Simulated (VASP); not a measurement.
A run of VASP 6.6.1:

Contents of INCAR:

```
SYSTEM = KF
  PREC = Accurate
  ENCUT = 520
  EDIFF = 1E-7
  ISMEAR = -1
  SIGMA = 0.1
  LREAL = .False.
  LASPH = .True.
  NELM = 150
  ALGO = Normal
  ISIF = 2
  LWAVE = .False.
  LCHARG = .False.
  LNONCOLLINEAR = .True.
  MAGMOM = -0.036 0.113 0.308 0 0 0
  LORBIT = 11
  GGA = PE
  NBANDS = 28
```

File KPOINTS:

```
regular mesh
0
Gamma
  6 6 6
  0 0 0
```

POSCAR

```
KF
1.0
    3.3228723057      0.0000000000      0.0000000000
    0.0000000000      3.3228723057      0.0000000000
    0.0000000000      0.0000000000      3.3228723057
K F
1 1
Direct
    0.0000000000      0.0000000000      0.0000000000
    0.5000000000      0.5000000000      0.5000000000
```

Potentials or basis: VASP PAW PBE potentials, release 64 (K_sv, F).

Command:

```bash
$ cat potpaw_PBE.64/K_sv/POTCAR potpaw_PBE.64/F/POTCAR > POTCAR
$ mpirun -np 1 vasp_ncl > vasp.out
```

Hardware: 1 thread of Intel Xeon 8259CL (shared host).

Problem. Estimate the wall time of this run.

Solution. Run time: 6.1 min on 1 thread of Intel Xeon 8259CL (shared host), peak memory 0.35 GiB. Counts: scf iterations 15, k points 112.
